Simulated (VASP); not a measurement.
Ti: single point with RPBE+D4

Crystal: Ti.

```
CELL_PARAMETERS angstrom
-1.62719 1.62719 1.62719
1.62719 -1.62719 1.62719
1.62719 1.62719 -1.62719
ATOMIC_POSITIONS crystal
Ti 0.00000 0.00000 0.00000
```

```json
{
  "Program": "VASP 6.6.1",
  "Task": "single point",
  "Functional": "RPBE",
  "Dispersion": "D4",
  "Potentials or basis": "VASP PAW PBE potentials, release 64 (Ti_sv)",
  "Cutoff": "520 eV",
  "k mesh": "11 × 11 × 11",
  "Occupations": "fermi-dirac, width 0.05 eV",
  "Spin": "no spin polarisation",
  "Dipole correction": "no",
  "Further INCAR settings": "ALGO = Normal; EDIFF = 1e-06; NBANDS = 12"
}
```

```yaml
Pressure: -0.2 GPa
Band_gap_on_the_k_mesh: zero (band 6 reaches 9.30 eV, above the bottom of band 7 at 7.69 eV)
Dispersion_energy_per_atom: -0.366 eV
```

Levels at points of the mesh, in eV from the Fermi level:
```csv
k point,band 2,band 3,band 4,band 5,band 6,band 7,band 8,band 9,band 10,band 11
"(0.00, 0.00, 0.00)",-32.43,-32.43,-32.43,-5.99,1.02,1.02,1.02,2.78,2.78,17.43
```

Run time: 5 s on 1 thread of Intel(R) Xeon(R) 6975P-C (Granite Rapids) (shared host), peak memory 0.14 GiB.

Caveat: the PAW data sets were made with another functional, which shifts forces and pressure a little; pairwise dispersion overbinds metals, which lowers pressure and volume.
